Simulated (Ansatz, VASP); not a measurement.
**CdS in VASP and in Ansatz**

```
CELL_PARAMETERS angstrom
-0.00634 2.96388 2.96752
5.91167 2.96517 -2.98137
-5.90885 2.97466 -2.96554
ATOMIC_POSITIONS crystal
Cd 0.99910 0.99990 0.99952
Cd 0.49900 0.50037 0.00055
Cd 0.49962 0.99987 0.50000
Cd 0.00089 0.49938 0.50008
S 0.49984 0.12548 0.87486
S 0.99988 0.62518 0.87507
S 0.00036 0.12476 0.37457
S 0.50132 0.62507 0.37535
```

Change from the starting cell: cell x4, atoms moved at random (sigma 0.05 Å) and cell strained at random (1.5 %), then relaxed without symmetry.

Alike in both runs: functional PBE; k mesh 4 × 2 × 2; occupations gaussian, width 0.1 eV; no spin polarisation.

Ansatz relaxed the structure, and its values are those at the end. VASP's run is a single point on that final structure, the one shown.

|  | VASP | Ansatz |
| --- | --- | --- |
| version | VASP 6.6.1 | Ansatz 0.2.0 |
| potentials or method | VASP PAW PBE potentials, release 64 (Cd, S), cutoff 520 eV | scalar-relativistic, plane waves, PAW |
| valence electrons in the cell | 72 | 104 |

|  | VASP | Ansatz | Ansatz less VASP |
| --- | --- | --- | --- |
| gap on the k mesh at the Fermi level (eV) | 1.02 | 1.02 | -0.002 |
| least direct gap on the mesh (eV) | 1.02 | 1.02 | -0.002 |
| pressure (GPa) | 0.3 | 0.0 | -0.29 |
| rms of the force components (eV/Å) | 0.005 | 0.005 | -0.0002 |

VASP's potentials hold 72 valence electrons a cell and Ansatz's 104, so a difference there can come from the potentials and not from the codes.

The k mesh is coarse, so the values compare programs but aren't converged.
